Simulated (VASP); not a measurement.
# SnTe (Fm-3m) in VASP: notebook

The runs below take SnTe through single point, with HF.

Program: VASP 6.6.1. These are calculated values, not measurements. Logs are shortened: lines on timing, memory, paths and dates and some standing lists are left out, and cuts for length are marked.

## 1. The cell of the first run

Symmetry: Fm-3m, No. 225, cubic system. Conventional cell: a = 6.385 Å, b = 6.385 Å, c = 6.385 Å, α = 90.00°, β = 90.00°, γ = 90.00°. Te (site symmetry m-3m) has 6 Sn at 3.19 Å within 4.2 Å. Sn (site symmetry m-3m) has 6 Te at 3.19 Å within 4.2 Å.

## 2. Single point, HF

POSCAR reads:

```
SnTe
1.0
    0.0000000000      3.1923133075      3.1923133075
    3.1923133075      0.0000000000      3.1923133075
    3.1923133075      3.1923133075      0.0000000000
Te Sn
1 1
Direct
    0.5000000000      0.5000000000      0.5000000000
    0.0000000000      0.0000000000      0.0000000000
```

INCAR.step1 reads:

```
SYSTEM = SnTe
PREC = Accurate
ENCUT = 520
EDIFF = 1E-5
ISMEAR = -1
SIGMA = 0.05
LREAL = .False.
LASPH = .True.
NELM = 100
ALGO = Normal
ISIF = 2
LWAVE = .True.
LCHARG = .False.
GGA = PE
NBANDS = 17
```

INCAR.step2 reads:

```
SYSTEM = SnTe
PREC = Accurate
ENCUT = 520
EDIFF = 1E-6
ISMEAR = -1
SIGMA = 0.05
LREAL = .False.
LASPH = .True.
NELM = 100
ALGO = Normal
ISIF = 2
LWAVE = .False.
LCHARG = .False.
GGA = PE
LHFCALC = .True.
AEXX = 1.0
ALDAC = 0.0
AGGAC = 0.0
PRECFOCK = Normal
ISTART = 1
NBANDS = 17
```

KPOINTS reads:

```
regular mesh
0
Gamma
  4 4 4
  0 0 0
```

Potentials or basis: VASP PAW PBE potentials, release 64 (Te, Sn_d).

The run is started by

```console
> cat potpaw_PBE.64/Te/POTCAR potpaw_PBE.64/Sn_d/POTCAR > POTCAR
> cp INCAR.step1 INCAR
> mpirun -np 1 vasp_std > vasp.out
> cp INCAR.step2 INCAR
> mpirun -np 1 vasp_std > vasp.out
```

OUTCAR:

```text
SYSTEM = SnTe
   PREC = Accurate
   ENCUT = 520
   EDIFF = 1E-6
   ISMEAR = -1
   LREAL = .False.
   LASPH = .True.
   NELM = 100
   ISIF = 2
   GGA = PE
   LHFCALC = .True.
   AEXX = 1.0
   PRECFOCK = Normal
   ISTART = 1

 ion  position               nearest neighbor table
   1  0.500  0.500  0.500-   2 3.19   2 3.19   2 3.19   2 3.19   2 3.19   2 3.19
   2  0.000  0.000  0.000-   1 3.19   1 3.19   1 3.19   1 3.19   1 3.19   1 3.19

  LATTYP: Found a face centered cubic cell.
 ALAT       =     6.3846266150

  Lattice vectors:

 A1 = (   0.0000000000,   3.1923133075,   3.1923133075)
 A2 = (   3.1923133075,   0.0000000000,   3.1923133075)
 A3 = (   3.1923133075,   3.1923133075,   0.0000000000)

Analysis of symmetry for initial positions (statically):
=====================================================================
 Subroutine PRICEL returns:
 Original cell was already a primitive cell.

 Routine SETGRP: Setting up the symmetry group for a
 face centered cubic supercell.

 Subroutine GETGRP returns: Found 48 space group operations
 (whereof 48 operations were pure point group operations)
 out of a pool of 48 trial point group operations.

The static configuration has the point symmetry O_h .

Analysis of symmetry for dynamics (positions and initial velocities):
=====================================================================
 Subroutine PRICEL returns:
 Original cell was already a primitive cell.

 Routine SETGRP: Setting up the symmetry group for a
 face centered cubic supercell.

 Subroutine GETGRP returns: Found 48 space group operations
 (whereof 48 operations were pure point group operations)
 out of a pool of 48 trial point group operations.

The dynamic configuration has the point symmetry O_h .

 Subroutine INISYM returns: Found 48 space group operations
 (whereof 48 operations are pure point group operations),
 and found     1 'primitive' translations

----------------------------------------------------------------------------------------

[... 74 lines left out ...]
   NELM   =    100;   NELMIN=  2; NELMDL=  0     # of ELM steps
   EDIFF  = 0.1E-05   stopping-criterion for ELM
   LREAL  =      F    real-space projection
   EDIFFG = 0.1E-04   stopping-criterion for IOM
   NSW    =      0    number of steps for IOM
   IBRION =     -1    ionic relax: 0-MD 1-quasi-New 2-CG
   NFREE  =      0    steps in history (QN), initial steepest desc. (CG)
   ISIF   =      2    stress and relaxation
   ISYM   =      3    0-nonsym 1-usesym 2-fastsym
   POTIM  = 0.5000    time-step for ionic-motion
   TEBEG  =    0.0;   TEEND  =   0.0 temperature during run
   PSTRESS=    0.0 pullay stress
   NELECT =      20.0000    total number of electrons
   NUPDOWN=      -1.0000    fix difference up-down
   EMIN   =  10.00;   EMAX   =-10.00  energy-range for DOS
   EFERMI =   0.00;   METHOD = LEGACY
   ISMEAR =    -1;   SIGMA  =   0.05  broadening in eV -4-tet -1-fermi 0-gaus
   EFERMI_NEDOS =   21; number of points for ismear=-14 and -15
   IALGO  =     38    algorithm
   IMIX   =      1    mixing-type and parameters
     AMIX     =   0.40;   BMIX     =  1.00
     AMIX_MAG =   1.60;   BMIX_MAG =  1.00
  volume/ion in A,a.u.               =      32.53       219.54
  Fermi-wavevector in a.u.,A,eV,Ry     =   1.104848  2.087861 16.608493  1.220690
  Thomas-Fermi vector in A             =   2.241327
   LORBIT       =      0    0 simple, 1 ext, 2 COOP (PROOUT), +10 PAW based schemes
   GGA     = PE    functional components
   LHFCALC =     T    Hartree Fock is set to
   PRECFOCK=normal    Normal, Fast or Accurate (Low or Medium for compatibility)
   ENCUT4O =  -1.0   cutoff for four orbital integrals eV
   NKREDX  =     1    reduce k-point grid by
   NKREDY  =     1    reduce k-point grid by
   NKREDZ  =     1    reduce k-point grid by
   AEXX    =    1.0000 exact exchange contribution
   HFSCREEN=    0.0000 screening length (either q_TF or 0.3 A-1)
   HFSCREENC=   0.0000 screening length for correlation (either q_TF or 0.3 A-1)
   ENCUTFOCK=  -1.0 apply spherical cutoff to Coloumb kernel
   IVDW    =     0    specifies the selected vdW correction
   LEPSILON=     F    determine dielectric tensor
   LRPA    =     F    only Hartree local field effects (RPA)
 non-spin polarized calculation
  energy-cutoff  :      520.00
  volume of cell :       65.06
 maximum number of plane-waves:      1807
 NGX is ok and might be reduce to    36
  NGX = 28; NGY = 28; NGZ = 28

 number of electron      20.0000003 magnetization

 Free energy of the ion-electron system (eV)
  ---------------------------------------------------
  ext. energy  EPLUGINS =         0.00000000
  ---------------------------------------------------
  free energy    TOTEN  =       -17.43520958 eV

  energy without entropy =      -17.43520958  energy(sigma->0) =      -17.43520958

 E-fermi :   6.8728     XC(G=0):   0.0000

 val. band max:        5.6526923914   @ k =   0.5000   0.0000   0.0000
 cond. band min:       9.5539338761   @ k =   0.5000   0.0000   0.0000
 fundamental gap:      3.9012414847
 Fermi energy:         6.8727917192

 k-point     1 :       0.0000    0.0000    0.0000
  band No.  band energies     occupation
      1     -25.6100      2.00000
      2     -25.6100      2.00000
      3     -25.5764      2.00000
      4     -25.5764      2.00000
      5     -25.5764      2.00000
      6     -12.2662      2.00000
[... 137 lines left out ...]
      4     -25.5738      2.00000
      5     -25.5679      2.00000
      6      -9.8691      2.00000
[... 9 lines left out ...]
     16      19.1636      0.00000
     17      22.9776      0.00000

------------------------ aborting loop because EDIFF is reached ----------------------------------------

  FORCE on cell =-STRESS in cart. coord.  units (eV):
  Direction    XX          YY          ZZ          XY          YZ          ZX
  --------------------------------------------------------------------------------------
  -------------------------------------------------------------------------------------
  Total        1.4434295      1.4434295      1.4434295     -0.0000000     -0.0000000      0.0000000
  in kB       35.5434541     35.5434541     35.5434541     -0.0000000     -0.0000000      0.0000000
  external PRESSURE =      35.5434541 kB  Pullay stress =       0.0000000 kB

 VOLUME and BASIS-vectors are now :
 -----------------------------------------------------------------------------
  energy-cutoff  :      520.00
  volume of cell :       65.06
      direct lattice vectors                 reciprocal lattice vectors
     0.000000000  3.192313308  3.192313308    -0.156626231  0.156626231  0.156626231
     3.192313308  0.000000000  3.192313308     0.156626231 -0.156626231  0.156626231
     3.192313308  3.192313308  0.000000000     0.156626231  0.156626231 -0.156626231

 POSITION                                       TOTAL-FORCE (eV/Angst)
 -----------------------------------------------------------------------------------
      3.19231      3.19231      3.19231        -0.000000     -0.000000     -0.000000
      0.00000      0.00000      0.00000         0.000000      0.000000      0.000000
 -----------------------------------------------------------------------------------
    total drift:                                0.000001     -0.000001     -0.000001

  FREE ENERGIE OF THE ION-ELECTRON SYSTEM (eV)
  ---------------------------------------------------
  free  energy   TOTEN  =       -17.4352095764 eV

  energy  without entropy=      -17.4352095764  energy(sigma->0) =      -17.43520958
```

Run time: 55 min. Hardware: 1 thread of Intel Xeon 8259CL, shared host; peak memory 0.19 GiB.

Results:

```
Free energy            : -17.4352 eV
Pressure               : 3.6 GPa
Band gap on the k mesh : 3.90 eV
```

Caveat: the k points lie up to 0.43 Å⁻¹ apart; the PAW data sets were made with another functional, which shifts forces and pressure a little; spin-orbit coupling is left out, which moves the levels of the heavy elements.

## 3. Single point, HF

This run uses another cell than the first one, of 33.16 Å³/atom.

POSCAR reads:

```
SnTe
1.0
    0.0000000000      3.2126470615      3.2126470615
    3.2126470615      0.0000000000      3.2126470615
    3.2126470615      3.2126470615      0.0000000000
Te Sn
1 1
Direct
    0.5000000000      0.5000000000      0.5000000000
    0.0000000000      0.0000000000      0.0000000000
```

INCAR.step1 reads:

```
  PREC = Accurate
  ENCUT = 520
  EDIFF = 1E-5
  ISMEAR = -1
  SIGMA = 0.05
  LREAL = False
  LASPH = True
  NELM = 60
  ALGO = Normal
  ISIF = 2
  LWAVE = True
  NBANDS = 17
  GGA = PE
```

INCAR.step2 reads:

```
  PREC = Accurate
  ENCUT = 520
  EDIFF = 1E-7
  ISMEAR = -1
  SIGMA = 0.05
  LREAL = False
  LASPH = True
  NELM = 60
  ALGO = Normal
  ISIF = 2
  LWAVE = False
  LCHARG = True
  GGA = PE
  LHFCALC = True
  AEXX = 1.0
  ALDAC = 0.0
  AGGAC = 0.0
  PRECFOCK = Normal
  LELF = True
  LVHAR = True
  NBANDS = 17
  ISTART = 1
```

KPOINTS reads:

```
regular mesh
0
Gamma
  4 4 4
```

Potentials or basis: VASP PAW PBE potentials, release 64 (Te, Sn_d).

The run is started by

```console
> cat potpaw_PBE.64/Te/POTCAR potpaw_PBE.64/Sn_d/POTCAR > POTCAR
> cp INCAR.step1 INCAR
> mpirun -np 1 vasp_std > vasp.out
> cp INCAR.step2 INCAR
> mpirun -np 1 vasp_std > vasp.out
```

OUTCAR:

```text
PREC = Accurate
   ENCUT = 520
   EDIFF = 1E-7
   ISMEAR = -1
   LREAL = False
   LASPH = True
   NELM = 60
   ISIF = 2
   GGA = PE
   LHFCALC = True
   AEXX = 1.0
   PRECFOCK = Normal
   ISTART = 1

 ion  position               nearest neighbor table
   1  0.500  0.500  0.500-   2 3.21   2 3.21   2 3.21   2 3.21   2 3.21   2 3.21
   2  0.000  0.000  0.000-   1 3.21   1 3.21   1 3.21   1 3.21   1 3.21   1 3.21

[... 339 lines left out ...]
     17      22.6065      0.00000

------------------------ aborting loop because EDIFF is reached ----------------------------------------

  FORCE on cell =-STRESS in cart. coord.  units (eV):
  Direction    XX          YY          ZZ          XY          YZ          ZX
  --------------------------------------------------------------------------------------
  -------------------------------------------------------------------------------------
  Total        1.0748045      1.0748045      1.0748045     -0.0000000     -0.0000000     -0.0000000
  in kB       25.9669551     25.9669551     25.9669551     -0.0000000     -0.0000000     -0.0000000
  external PRESSURE =      25.9669551 kB  Pullay stress =       0.0000000 kB

 VOLUME and BASIS-vectors are now :
 -----------------------------------------------------------------------------
  energy-cutoff  :      520.00
  volume of cell :       66.32
      direct lattice vectors                 reciprocal lattice vectors
     0.000000000  3.212647061  3.212647061    -0.155634899  0.155634899  0.155634899
     3.212647061  0.000000000  3.212647061     0.155634899 -0.155634899  0.155634899
     3.212647061  3.212647061  0.000000000     0.155634899  0.155634899 -0.155634899

 POSITION                                       TOTAL-FORCE (eV/Angst)
 -----------------------------------------------------------------------------------
      3.21265      3.21265      3.21265         0.000000     -0.000000     -0.000000
      0.00000      0.00000      0.00000        -0.000000      0.000000      0.000000
 -----------------------------------------------------------------------------------
    total drift:                               -0.000000      0.000000     -0.000001

  FREE ENERGIE OF THE ION-ELECTRON SYSTEM (eV)
  ---------------------------------------------------
  free  energy   TOTEN  =       -17.4597754397 eV

  energy  without entropy=      -17.4597754397  energy(sigma->0) =      -17.45977544
```

OUTCAR.step1:

```text
PREC = Accurate
   ENCUT = 520
   EDIFF = 1E-5
   ISMEAR = -1
   LREAL = False
[... 363 lines left out ...]
      3.21265      3.21265      3.21265        -0.000000      0.000000     -0.000000
      0.00000      0.00000      0.00000         0.000000      0.000000      0.000000
 -----------------------------------------------------------------------------------
    total drift:                               -0.000000      0.000000      0.000000

  FREE ENERGIE OF THE ION-ELECTRON SYSTEM (eV)
  ---------------------------------------------------
  free  energy   TOTEN  =        -7.5607483758 eV

  energy  without entropy=       -7.5528223486  energy(sigma->0) =       -7.55678536
```

It took 52 min on 1 thread of Intel Xeon 8259CL, shared host; peak memory 0.19 GiB.

What came out:

```
Free energy            : -17.4598 eV
Pressure               : 2.6 GPa
Band gap on the k mesh : 4.02 eV
```

Levels at points of the mesh, in eV from the valence-band top:
| k point | band 6 | band 7 | band 8 | band 9 | band 10 | band 11 | band 12 | band 13 | band 14 | band 15 |
| --- | --- | --- | --- | --- | --- | --- | --- | --- | --- | --- |
| (0.00, 0.00, 0.00) | -17.65 | -6.41 | -3.49 | -3.49 | -3.49 | 8.76 | 8.76 | 8.76 | 10.11 | 10.11 |
| (0.50, 0.00, 0.00) | -15.87 | -11.79 | -3.17 | -3.17 | 0.00 | 4.02 | 4.73 | 4.73 | 13.73 | 13.86 |
| (0.50, 0.50, 0.00) | -15.47 | -8.92 | -7.98 | -5.52 | -5.52 | 7.04 | 10.63 | 10.63 | 12.38 | 12.97 |

Caveat: the k points lie up to 0.42 Å⁻¹ apart; the PAW data sets were made with another functional, which shifts forces and pressure a little; spin-orbit coupling is left out, which moves the levels of the heavy elements.
